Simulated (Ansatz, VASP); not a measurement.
## ZrS in VASP and in Ansatz

File INCAR:

```
  PREC = Accurate
  ENCUT = 520
  EDIFF = 1E-6
  ISMEAR = 0
  SIGMA = 0.1
  LREAL = F
  LASPH = T
  NELM = 100
  ALGO = Normal
  ISIF = 2
  LWAVE = F
  LCHARG = F
  GGA = PS
  NBANDS = 16
```

Contents of KPOINTS:

```
Automatic mesh
0
Gamma
  20 20 20
```

Contents of POSCAR:

```
ZrS
1.0
    0.0000000000      2.6250000000      2.6250000000
    2.6250000000      0.0000000000      2.6250000000
    2.6250000000      2.6250000000      0.0000000000
Zr S
1 1
Direct
    0.0000000000      0.0000000000      0.0000000000
    0.5000000000      0.5000000000      0.5000000000
```

Input for Ansatz:

```yaml
crystal:
  lattice:
    - [0.0, 2.625, 2.625]
    - [2.625, 0.0, 2.625]
    - [2.625, 2.625, 0.0]
  atoms:
    - { symbol: Zr, position: [0.0, 0.0, 0.0] }
    - { symbol: S, position: [0.5, 0.5, 0.5] }
basis:
  ecutwfc: 420
kpoints:
  mp_grid: { grid: [20, 20, 20] }
hamiltonian:
  xc: pbesol
scf:
  occupations: { method: gaussian, width: 0.1 }
output:
  forces: true
  stress: true
  eigenvalues: true
```

Alike in both runs: task single point; functional PBEsol; k mesh 20 × 20 × 20; occupations gaussian, width 0.1 eV; no spin polarisation.

|  | VASP | Ansatz |
| --- | --- | --- |
| version | VASP 6.6.1 | Ansatz 0.2.0 |
| potentials or method | VASP PAW PBE potentials, release 64 (Zr_sv, S), cutoff 520 eV | scalar-relativistic, plane waves, PAW |
| valence electrons in the cell | 18 | 18 |

```tsv
	VASP	Ansatz	Ansatz less VASP
gap on the k mesh at the Fermi level (eV)	none	none	-
pressure (GPa)	-6.3	-6.5	-0.19
```

VASP's potentials were made for PBE, not for PBEsol. A gap of «none» marks a metal or a gap that the smearing closes. With one functional, cell and mesh, what is left measures potentials, basis and numerics.
